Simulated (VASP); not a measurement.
Here is a VASP 6.6.1 calculation.

INCAR

```
SYSTEM = NiO2
  ALGO = Normal
  EDIFF = 1E-7
  ENCUT = 520
  GGA = PS
  ISIF = 2
  ISMEAR = -1
  ISPIN = 2
  LASPH = .TRUE.
  LCHARG = .TRUE.
  LELF = .TRUE.
  LMAXMIX = 4
  LORBIT = 11
  LREAL = .FALSE.
  LVHAR = .TRUE.
  LWAVE = .FALSE.
  MAGMOM = 1 1 0 0 0 0
  NBANDS = 35
  NELM = 150
  PREC = Accurate
  SIGMA = 0.05
```

The input KPOINTS:

```
k-points
0
G
  10 10 3
  0 0 0
```

File POSCAR:

```
NiO2
1.0
    2.7834070305      0.0000000000      0.0000000000
   -1.3917035153      2.4105011975      0.0000000000
    0.0000000000      0.0000000000     10.8383444228
Ni O
2 4
Direct
    0.0000000000      0.0000000000      0.5000000000
    0.0000000000      0.0000000000      0.0000000000
    0.3333333333      0.6666666667      0.5861350072
    0.3333333333      0.6666666667      0.9138649928
    0.6666666667      0.3333333333      0.4138649928
    0.6666666667      0.3333333333      0.0861350072
```

Potentials or basis: VASP PAW PBE potentials, release 64 (Ni, O).

Command:

```sh
$ cat potpaw_PBE.64/Ni/POTCAR potpaw_PBE.64/O/POTCAR > POTCAR
$ mpirun -np 1 vasp_std > vasp.out
```

Q: Estimate the pressure.

A: 0.6 GPa.

Q: What does it give for the net moment?

A: 0.00 μB per cell.

Q: What does it give for the largest force?

A: 0.063 eV/Å.

Q: What does it give for the band gap on the k mesh?

A: 1.16 eV, indirect (least direct gap 1.42 eV).

Forces in eV/Å, atoms in the order of the input:
```
Ni   0.000  0.000  0.000
Ni   0.000  0.000  0.000
O    0.000  0.000  0.063
O    0.000  0.000 -0.063
O    0.000  0.000 -0.063
O    0.000  0.000  0.063
```

Caveat: the PAW data sets were made with another functional, which shifts forces and pressure a little. PBEsol gaps usually lie below the measured ones, often by a third to a half.
